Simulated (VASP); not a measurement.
Set up this calculation in VASP 6.6.1, as the native input.

```yaml
Task: single point
Functional: revPBE
Potentials_or_basis: VASP PAW PBE potentials, release 64 (Pb_d)
Cutoff: 520 eV
k_mesh: 9 × 9 × 9
Occupations: fermi-dirac, width 0.05 eV
Spin: no spin polarisation
Dipole_correction: no
Further_INCAR_settings: ALGO = Fast; EDIFF = 1e-06; NBANDS = 13
```

The structure of Pb lies in POSCAR:

```
Pb
1.0
    0.0000000000      2.5075897876      2.5075897876
    2.5075897876      0.0000000000      2.5075897876
    2.5075897876      2.5075897876      0.0000000000
Pb
1
Direct
    0.0000000000      0.0000000000      0.0000000000
```

The input as run:

INCAR

```
PREC = Accurate ; ENCUT = 520
EDIFF = 1E-6 ; ISMEAR = -1
SIGMA = 0.05 ; LREAL = F
LASPH = T ; NELM = 80
ALGO = Fast ; ISIF = 2
LWAVE = F ; LCHARG = F
GGA = RE ; NBANDS = 13
```

KPOINTS

```
Automatic mesh
0
Gamma
  9 9 9
```

Potentials or basis: VASP PAW PBE potentials, release 64 (Pb_d).

Launch:

```bash
$ cat potpaw_PBE.64/Pb_d/POTCAR > POTCAR
$ mpirun -np 1 vasp_std > vasp.out
```

Results of the run:

```json
{
 "Pressure": "1.5 GPa",
 "Band gap on the k mesh": "zero (band 7 reaches 14.07 eV, above the bottom of band 8 at 5.48 eV)"
}
```

Caveat: the PAW data sets were made with another functional, which shifts forces and pressure a little; spin-orbit coupling is left out, which moves the levels of the heavy elements.

Run time: 11 s on 1 thread of Intel(R) Xeon(R) Platinum 8375C CPU @ 2.90GHz (Ice Lake), on a shared host, peak memory 0.15 GiB.
